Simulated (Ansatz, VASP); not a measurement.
**Two plane-wave programs on Se**

The input INCAR:

```
  PREC = Accurate
  ENCUT = 520
  EDIFF = 1E-7
  ISMEAR = 0
  SIGMA = 0.03
  LREAL = False
  LASPH = True
  NELM = 100
  ALGO = Normal
  ISIF = 2
  LWAVE = False
  LCHARG = False
  GGA = PS
  IVDW = 12
  NBANDS = 16
```

Contents of KPOINTS:

```
Automatic mesh
0
Gamma
  12 12 8
```

The input POSCAR:

```
Se
1.0
    4.1500167395      0.0000000000      0.0000000000
   -2.0750083698      3.5940199225      0.0000000000
    0.0000000000      0.0000000000      4.8658946271
Se
3
Direct
    0.2610773134      0.0000000000      0.3333333333
    0.0000000000      0.2610773134      0.6666666667
    0.7389226866      0.7389226866      0.0000000000
```

Input for Ansatz:

```yaml
crystal:
  lattice:
    - [4.1500167395, 0.0, 0.0]
    - [-2.0750083698, 3.5940199225, 0.0]
    - [0.0, 0.0, 4.8658946271]
  atoms:
    - { symbol: Se, position: [0.2610773134, 0.0, 0.3333333333] }
    - { symbol: Se, position: [0.0, 0.2610773134, 0.6666666667] }
    - { symbol: Se, position: [0.7389226866, 0.7389226866, 0.0] }
basis:
  ecutwfc: 420
kpoints:
  mp_grid: { grid: [12, 12, 8] }
hamiltonian:
  xc: pbesol
  dispersion: d3bj
scf:
  occupations: { method: gaussian, width: 0.03 }
output:
  forces: true
  stress: true
  eigenvalues: true
  write_density: true
  write_potential: true
  elf: true
  volumetric_format: npy
```

Alike in both runs: task single point; functional PBEsol; dispersion D3(BJ); k mesh 12 × 12 × 8; occupations gaussian, width 0.03 eV; no spin polarisation.

```csv
,VASP,Ansatz
version,VASP 6.6.1,Ansatz 0.2.0
potentials or method,"VASP PAW PBE potentials, release 64 (Se), cutoff 520 eV","scalar-relativistic, plane waves, PAW"
valence electrons in the cell,18,48
```

|  | VASP | Ansatz | Ansatz less VASP |
| --- | --- | --- | --- |
| gap on the k mesh at the Fermi level (eV) | 0.08 | 0.08 | 0.000 |
| least direct gap on the mesh (eV) | 0.97 | 0.98 | +0.006 |
| pressure (GPa) | -3.0 | -3.2 | -0.14 |
| traceless stress, the component that is largest in VASP (GPa) | 2.00 | 1.97 | -0.033 |
| rms of the force components (eV/Å) | 0.241 | 0.256 | +0.0141 |

VASP's potentials were made for PBE, not for PBEsol. Atom by atom the forces differ by 0.014 eV/Å (rms over components). VASP's potentials hold 18 valence electrons a cell and Ansatz's 48, so a difference there can come from the potentials and not from the codes.
